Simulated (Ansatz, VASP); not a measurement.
# One calculation of TlSnH3, two programs

```
CELL_PARAMETERS angstrom
4.22049 0.00000 0.00000
0.00000 4.22049 0.00000
0.00000 0.00000 4.22049
ATOMIC_POSITIONS crystal
Tl 0.50000 0.50000 0.50000
Sn 0.00000 0.00000 0.00000
H 0.00000 0.50000 0.50000
H 0.50000 0.00000 0.50000
H 0.50000 0.50000 0.00000
```

Change from the starting cell: species swapped into the NdBRh3 type (Pm-3m, No. 221).

Alike in both runs: functional PBE; k mesh 10 × 10 × 10; occupations gaussian, width 0.1 eV; no spin polarisation.

Ansatz relaxed the structure, and its values are those at the end. VASP's run is a single point on that final structure, the one shown.

|  | VASP | Ansatz |
| --- | --- | --- |
| version | VASP 6.6.1 | Ansatz 0.2.0 |
| potentials or method | VASP PAW PBE potentials, release 64 (Tl_d, Sn_d, H), cutoff 520 eV | scalar-relativistic, plane waves, PAW |
| valence electrons in the cell | 30 | 30 |

|  | VASP | Ansatz | Ansatz less VASP |
| --- | --- | --- | --- |
| gap on the k mesh at the Fermi level (eV) | none | none | - |
| pressure (GPa) | -0.1 | 0.0 | +0.07 |

A gap of «none» marks a metal or a gap that the smearing closes.

Neither program's run includes spin-orbit coupling.
